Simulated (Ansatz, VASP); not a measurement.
**Two plane-wave programs on ZnSe**

INCAR

```
  ALGO = Normal
  EDIFF = 1E-6
  ENCUT = 500
  GGA = PE
  GGA_COMPAT = F
  ISIF = 2
  ISMEAR = 0
  LASPH = T
  LCHARG = T
  LELF = T
  LREAL = F
  LVHAR = T
  LWAVE = F
  NBANDS = 16
  NELM = 120
  PREC = Accurate
  SIGMA = 0.01
```

File KPOINTS:

```
k-points
0
Gamma
  4 4 4
```

The input POSCAR:

```
ZnSe
1.0
    0.0000000000      2.8338000000      2.8338000000
    2.8338000000      0.0000000000      2.8338000000
    2.8338000000      2.8338000000      0.0000000000
Zn Se
1 1
Direct
   -0.0041701118      0.0206935000     -0.0090107225
    0.2461106983      0.2705428976      0.2410191508
```

Input for Ansatz:

```yaml
crystal:
  lattice:
    - [0.0, 2.8338, 2.8338]
    - [2.8338, 0.0, 2.8338]
    - [2.8338, 2.8338, 0.0]
  atoms:
    - { symbol: Zn, position: [-0.004170111768215469, 0.02069350004064047, -0.00901072247786424] }
    - { symbol: Se, position: [0.24611069830772064, 0.27054289758493616, 0.2410191507859006] }
basis:
  ecutwfc: 476.19925930478996
kpoints:
  mp_grid:
    grid: [4, 4, 4]
hamiltonian:
  xc: pbe
scf:
  max_iter: 60
  occupations:
    method: fixed
output:
  forces: true
```

Alike in both runs: task single point; functional PBE; k mesh 4 × 4 × 4; no spin polarisation.

|  | VASP | Ansatz |
| --- | --- | --- |
| version | VASP 6.6.1 | Ansatz 0.2.0 |
| potentials or method | VASP PAW PBE potentials, release 64 (Zn, Se), cutoff 500 eV | plane waves, PAW |
| occupations | gaussian, width 0.01 eV | fixed |
| valence electrons in the cell | 18 | 28 |

|  | VASP | Ansatz | Ansatz less VASP |
| --- | --- | --- | --- |
| rms of the force components (eV/Å) | 0.003 | 0.003 | -0.0001 |

Atom by atom the forces differ by 0.000 eV/Å (rms over components). VASP's potentials hold 18 valence electrons a cell and Ansatz's 28, so a difference there can come from the potentials and not from the codes. Ansatz's warnings: structure snapped to symmetry.

The k mesh is coarse, so the values compare programs but aren't converged.
